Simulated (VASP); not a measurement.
# SiC (R3m) in VASP: a series of runs

Runs on SiC. Level: r2SCAN. Tasks: single point.

Everything below comes from runs of VASP 6.6.1. Logs are shortened: lines on timing, memory, paths and dates and some standing lists are left out, and cuts for length are marked.

### Step 1. The cell of the first run

The structure is trigonal, space group R3m (No. 160). The conventional cell has a = 2.742 Å, b = 2.742 Å, c = 9.470 Å, α = 90.00°, β = 90.00°, γ = 120.00°. Within 2.3 Å of Si (site symmetry 3m) lie 3 C at 1.77 Å. C (site symmetry 3m) has 3 Si at 1.77 Å within 2.3 Å.

### Step 2. Single point, r2SCAN

File POSCAR:

```
SiC
1.0
    0.5299225898      2.4686637718      2.4686637718
    2.4686637718      0.5299225898      2.4686637718
    2.4686637718      2.4686637718      0.5299225898
Si C
1 1
Direct
    0.0000000000      0.0000000000      0.0000000000
    0.7500000000      0.7500000000      0.7500000000
```

File INCAR.step1:

```
ALGO     = Normal         # electronic algorithm
EDIFF    = 1E-4           # SCF threshold, eV
ENCUT    = 520            # plane-wave cutoff, eV
GGA      = PE             # functional
ISMEAR   = 0              # smearing method
LASPH    = True           # aspherical terms in the spheres
LCHARG   = False          # write CHGCAR
LREAL    = False          # projectors in reciprocal space
LWAVE    = True           # write WAVECAR
NBANDS   = 11             # bands
NELM     = 80             # most SCF steps
PREC     = Accurate       # precision mode
SIGMA    = 0.05           # smearing width, eV
```

File INCAR.step2:

```
ALGO     = Normal         # electronic algorithm
EDIFF    = 1E-7           # SCF threshold, eV
ENCUT    = 520            # plane-wave cutoff, eV
ISIF     = 2              # what is computed and relaxed
ISMEAR   = 0              # smearing method
ISTART   = 1            
LASPH    = True           # aspherical terms in the spheres
LCHARG   = False          # write CHGCAR
LMIXTAU  = True         
LREAL    = False          # projectors in reciprocal space
LWAVE    = False          # write WAVECAR
METAGGA  = R2SCAN         # meta-GGA
NBANDS   = 11             # bands
NELM     = 80             # most SCF steps
PREC     = Accurate       # precision mode
SIGMA    = 0.05           # smearing width, eV
```

File KPOINTS:

```
k-points
0
Gamma
  12 12 12
```

Potentials or basis: VASP PAW PBE potentials, release 64 (Si, C).

On the command line:

```console
$ cat potpaw_PBE.64/Si/POTCAR potpaw_PBE.64/C/POTCAR > POTCAR
$ cp INCAR.step1 INCAR
$ mpirun -np 1 vasp_std > vasp.out
$ cp INCAR.step2 INCAR
$ mpirun -np 1 vasp_std > vasp.out
```

OUTCAR:

```text
EDIFF = 1E-7
   ENCUT = 520
   ISIF = 2
   ISMEAR = 0
   ISTART = 1
   LASPH = True
   LREAL = False
   METAGGA = R2SCAN
   NELM = 80
   PREC = Accurate

 ion  position               nearest neighbor table
   1  0.000  0.000  0.000-   2 1.77   2 1.77   2 1.77   2 2.37
   2  0.750  0.750  0.750-   1 1.77   1 1.77   1 1.77   1 2.37

  LATTYP: Found a trigonal (rhomboedric) cell.
 ALAT       =     3.5312065343
 COS(alpha) =     0.6985651702

  Lattice vectors:

 A1 = (   0.5299225898,   2.4686637718,   2.4686637718)
 A2 = (   2.4686637718,   0.5299225898,   2.4686637718)
 A3 = (   2.4686637718,   2.4686637718,   0.5299225898)

Analysis of symmetry for initial positions (statically):
=====================================================================
 Subroutine PRICEL returns:
 Original cell was already a primitive cell.

 Routine SETGRP: Setting up the symmetry group for a
 trigonal (rhombohedral) supercell.

 Subroutine GETGRP returns: Found  6 space group operations
 (whereof  6 operations were pure point group operations)
 out of a pool of 12 trial point group operations.

The static configuration has the point symmetry C_3v.

Analysis of symmetry for dynamics (positions and initial velocities):
=====================================================================
 Subroutine PRICEL returns:
 Original cell was already a primitive cell.

 Routine SETGRP: Setting up the symmetry group for a
 trigonal (rhombohedral) supercell.

 Subroutine GETGRP returns: Found  6 space group operations
 (whereof  6 operations were pure point group operations)
 out of a pool of 12 trial point group operations.

The dynamic configuration has the point symmetry C_3v.

 Subroutine INISYM returns: Found  6 space group operations
 (whereof  6 operations are pure point group operations),
 and found     1 'primitive' translations

----------------------------------------------------------------------------------------

                                     Primitive cell

  volume of cell :      20.5498

  direct lattice vectors                    reciprocal lattice vectors
     0.529922590  2.468663772  2.468663772    -0.282896635  0.232901971  0.232901971
     2.468663772  0.529922590  2.468663772     0.232901971 -0.282896635  0.232901971
     2.468663772  2.468663772  0.529922590     0.232901971  0.232901971 -0.282896635

  length of vectors
     3.531206534  3.531206534  3.531206534     0.434185632  0.434185632  0.434185632

  position of ions in fractional coordinates (direct lattice)
     0.000000000  0.000000000  0.000000000
     0.750000000  0.750000000  0.750000000

  ion indices of the primitive-cell ions
   primitive index   ion index
                 1           1
                 2           2

----------------------------------------------------------------------------------------

 KPOINTS: k-points

Automatic generation of k-mesh.
 Grid dimensions read from file:
 generate k-points for:   12   12   12

 Generating k-lattice:

  Cartesian coordinates                     Fractional coordinates (reciprocal lattice)
    -0.023574720  0.019408498  0.019408498     0.083333333  0.000000000  0.000000000
     0.019408498 -0.023574720  0.019408498     0.000000000  0.083333333  0.000000000
     0.019408498  0.019408498 -0.023574720     0.000000000  0.000000000  0.083333333

  Length of vectors
     0.036182136  0.036182136  0.036182136

  Shift w.r.t. Gamma in fractional coordinates (k-lattice)
     0.000000000  0.000000000  0.000000000

 Subroutine IBZKPT returns following result:
 ===========================================

 Found    189 irreducible k-points:

 Following reciprocal coordinates:
            Coordinates               Weight
  0.000000  0.000000  0.000000      1.000000
  0.083333 -0.000000 -0.000000      6.000000
  0.166667  0.000000  0.000000      6.000000
  0.250000  0.000000  0.000000      6.000000
  0.333333  0.000000  0.000000      6.000000
  0.416667 -0.000000 -0.000000      6.000000
[... 16 lines left out ...]
  0.500000  0.166667 -0.000000     12.000000
 -0.416667  0.166667 -0.000000     12.000000
 [... further k-points ...]
   k-points           NKPTS =    189   k-points in BZ     NKDIM =    189   number of bands    NBANDS=     11
   number of dos      NEDOS =    301   number of ions     NIONS =      2
   total plane-waves  NPLWV =  21952
   dimension x,y,z NGX =    28 NGY =   28 NGZ =   28
   dimension x,y,z NGXF=    56 NGYF=   56 NGZF=   56
   ions per type =               1   1
   NGX,Y,Z   is equivalent  to a cutoff of  13.18, 13.18, 13.18 a.u.
   NGXF,Y,Z  is equivalent  to a cutoff of  26.36, 26.36, 26.36 a.u.
 SYSTEM =  unknown system
   PREC   = accura    normal or accurate (medium, high low for compatibility)
   ISTART =      1    job   : 0-new  1-cont  2-samecut
   ICHARG =      0    charge: 1-file 2-atom 10-const
   ISPIN  =      1    spin polarized calculation?
   LNONCOLLINEAR =      F non collinear calculations
   LSORBIT =      F    spin-orbit coupling
   LASPH  =      T    aspherical Exc in radial PAW
   ENCUT  =  520.0 eV  38.22 Ry    6.18 a.u.   6.57  6.57  6.57*2*pi/ulx,y,z
   NELM   =     80;   NELMIN=  2; NELMDL=  0     # of ELM steps
   EDIFF  = 0.1E-06   stopping-criterion for ELM
   LREAL  =      F    real-space projection
   EDIFFG = 0.1E-05   stopping-criterion for IOM
   NSW    =      0    number of steps for IOM
   IBRION =     -1    ionic relax: 0-MD 1-quasi-New 2-CG
   NFREE  =      0    steps in history (QN), initial steepest desc. (CG)
   ISIF   =      2    stress and relaxation
   ISYM   =      2    0-nonsym 1-usesym 2-fastsym
   POTIM  = 0.5000    time-step for ionic-motion
   TEBEG  =    0.0;   TEEND  =   0.0 temperature during run
   PSTRESS=    0.0 pullay stress
   NELECT =       8.0000    total number of electrons
   NUPDOWN=      -1.0000    fix difference up-down
   EMIN   =  10.00;   EMAX   =-10.00  energy-range for DOS
   EFERMI =   0.00;   METHOD = LEGACY
   ISMEAR =     0;   SIGMA  =   0.05  broadening in eV -4-tet -1-fermi 0-gaus
   EFERMI_NEDOS =   21; number of points for ismear=-14 and -15
   IALGO  =     38    algorithm
   IMIX   =      4    mixing-type and parameters
     AMIX     =   0.40;   BMIX     =  1.00
     AMIX_MAG =   1.60;   BMIX_MAG =  1.00
  volume/ion in A,a.u.               =      10.27        69.34
  Fermi-wavevector in a.u.,A,eV,Ry     =   1.195369  2.258920 19.441458  1.428907
  Thomas-Fermi vector in A             =   2.331336
   LORBIT       =      0    0 simple, 1 ext, 2 COOP (PROOUT), +10 PAW based schemes
   METAGGA = R2SCAN    functional components
   LHFCALC =     F    Hartree Fock is set to
   AEXX    =    0.0000 exact exchange contribution
   IVDW    =     0    specifies the selected vdW correction
   LEPSILON=     F    determine dielectric tensor
   LRPA    =     F    only Hartree local field effects (RPA)
 non-spin polarized calculation
 Gauss-broadening in eV      SIGMA  =   0.05
  energy-cutoff  :      520.00
  volume of cell :       20.55
 maximum number of plane-waves:       563
 NGX is ok and might be reduce to    28
   NGX = 13   NGY = 13   NGZ = 13

 number of electron       8.0000000 magnetization

 Free energy of the ion-electron system (eV)
  ---------------------------------------------------
  ext. energy  EPLUGINS =         0.00000000
  ---------------------------------------------------
  free energy    TOTEN  =       -16.88093875 eV

  energy without entropy =      -16.88052245  energy(sigma->0) =      -16.88073060

 E-fermi :   8.8960     XC(G=0): -11.9504

 val. band max:        8.8844477497   @ k =   0.4167   0.3333   0.3333
 cond. band min:       8.9182150954   @ k =  -0.0833   0.1667   0.0833
 fundamental gap:      0.0337673457
 Fermi energy:         8.8960339666

 k-point     1 :       0.0000    0.0000    0.0000
  band No.  band energies     occupation
      1      -8.6765      2.00000
      2       5.6644      2.00000
      3       7.2181      2.00000
      4       9.2062      0.00000
      5       9.2062      0.00000
      6      19.2498      0.00000
      7      19.2498      0.00000
      8      20.4100      0.00000
      9      24.4112      0.00000
     10      24.4112      0.00000
     11      25.7708      0.00000

 k-point     2 :       0.0833   -0.0000   -0.0000
  band No.  band energies     occupation
      1      -8.5062      2.00000
      2       5.5275      2.00000
      3       7.5748      2.00000
      4       8.5568      2.00000
      5       9.0146      0.00080
      6      18.6925      0.00000
      7      19.4696      0.00000
      8      20.8328      0.00000
      9      22.5760      0.00000
     10      23.9556      0.00000
     11      26.9286      0.00000

 k-point     3 :       0.1667    0.0000    0.0000
  band No.  band energies     occupation
      1      -7.9999      2.00000
      2       5.2972      2.00000
      3       6.8815      2.00000
      4       8.5116      2.00000
      5       8.5455      2.00000
      6      17.4891      0.00000
      7      19.6326      0.00000
      8      20.0339      0.00000
      9      22.1954      0.00000
     10      23.8826      0.00000
     11      26.3168      0.00000

 k-point     4 :       0.2500    0.0000    0.0000
  band No.  band energies     occupation
      1      -7.1736      2.00000
      2       4.2852      2.00000
      3       5.8186      2.00000
      4       7.9989      2.00000
      5       9.5058      0.00000
      6      16.0663      0.00000
      7      18.5952      0.00000
      8      19.1671      0.00000
      9      22.4464      0.00000
     10      25.2354      0.00000
     11      26.5689      0.00000
[... 239 lines left out ...]
 k-point    22 :       0.4167    0.1667   -0.0000
  band No.  band energies     occupation
      1      -5.4196      2.00000
      2       2.2208      2.00000
      3       4.8864      2.00000
      4       5.6207      2.00000
      5      11.4274      0.00000
      6      15.3110      0.00000
      7      17.2844      0.00000
      8      20.3547      0.00000
      9      23.0251      0.00000
     10      24.4058      0.00000
     11      28.2659      0.00000

 k-point    23 :       0.5000    0.1667   -0.0000
  band No.  band energies     occupation
      1      -4.2306      2.00000
      2       0.5344      2.00000
      3       4.9968      2.00000
      4       5.5122      2.00000
      5      11.4571      0.00000
      6      14.3018      0.00000
      7      17.3601      0.00000
      8      19.9329      0.00000
      9      23.0722      0.00000
     10      25.2528      0.00000
     11      27.8989      0.00000

 k-point    24 :      -0.4167    0.1667   -0.0000
  band No.  band energies     occupation
      1      -3.6780      2.00000
      2      -0.1868      2.00000
      3       4.8111      2.00000
      4       6.1280      2.00000
      5      11.3728      0.00000
      6      13.5227      0.00000
      7      16.8725      0.00000
      8      19.5521      0.00000
      9      23.4430      0.00000
     10      26.5415      0.00000
     11      28.0450      0.00000

 [... further k-points ...]
[... 5 lines left out ...]
  --------------------------------------------------------------------------------------
  -------------------------------------------------------------------------------------
  Total        4.0842742      4.0842742      4.0842742     -5.9318313     -5.9318313     -5.9318313
  in kB      318.4321159    318.4321159    318.4321159   -462.4776624   -462.4776624   -462.4776624
  external PRESSURE =     318.4321159 kB  Pullay stress =       0.0000000 kB

 VOLUME and BASIS-vectors are now :
 -----------------------------------------------------------------------------
  energy-cutoff  :      520.00
  volume of cell :       20.55
      direct lattice vectors                 reciprocal lattice vectors
     0.529922590  2.468663772  2.468663772    -0.282896635  0.232901971  0.232901971
     2.468663772  0.529922590  2.468663772     0.232901971 -0.282896635  0.232901971
     2.468663772  2.468663772  0.529922590     0.232901971  0.232901971 -0.282896635

 POSITION                                       TOTAL-FORCE (eV/Angst)
 -----------------------------------------------------------------------------------
      0.00000      0.00000      0.00000         0.202082      0.202082      0.202082
      4.10044      4.10044      4.10044        -0.202082     -0.202082     -0.202082
 -----------------------------------------------------------------------------------
    total drift:                               -0.000123     -0.000123     -0.000123

  FREE ENERGIE OF THE ION-ELECTRON SYSTEM (eV)
  ---------------------------------------------------
  free  energy   TOTEN  =       -16.8809387538 eV

  energy  without entropy=      -16.8805224469  energy(sigma->0) =      -16.88073060
```

Wall time 2.5 min (1 thread of Intel Xeon Platinum 8488C (Sapphire Rapids), shared host); peak memory 0.18 GiB.

What came out:

| Item | Value |
| --- | --- |
| Free energy | -16.8809 eV |
| Pressure | 31.8 GPa |
| Largest force | 0.350 eV/Å |
| Band gap on the k mesh | zero (band 4 reaches 9.21 eV, above the bottom of band 5 at 8.45 eV) |

Forces in eV/Å, atoms in the order of the input:
```
Si   0.202  0.202  0.202
C   -0.202 -0.202 -0.202
```

Levels at points of the mesh, in eV from the Fermi level:
| k point | band 2 | band 3 | band 4 | band 5 | band 6 | band 7 |
| --- | --- | --- | --- | --- | --- | --- |
| (0.00, 0.00, 0.00) | -3.23 | -1.68 | 0.31 | 0.31 | 10.35 | 10.35 |
| (0.50, 0.00, 0.00) | -9.63 | -2.52 | -1.78 | 1.65 | 5.10 | 9.00 |
| (0.50, 0.50, 0.00) | -9.05 | -4.80 | -2.38 | -0.21 | 5.71 | 9.78 |
| (0.50, 0.50, 0.50) | -10.05 | 0.09 | 0.09 | 7.68 | 10.23 | 10.23 |

Caveat: the PAW data sets were made with another functional, which shifts forces and pressure a little.

(Part 1 of 2 ends here.)
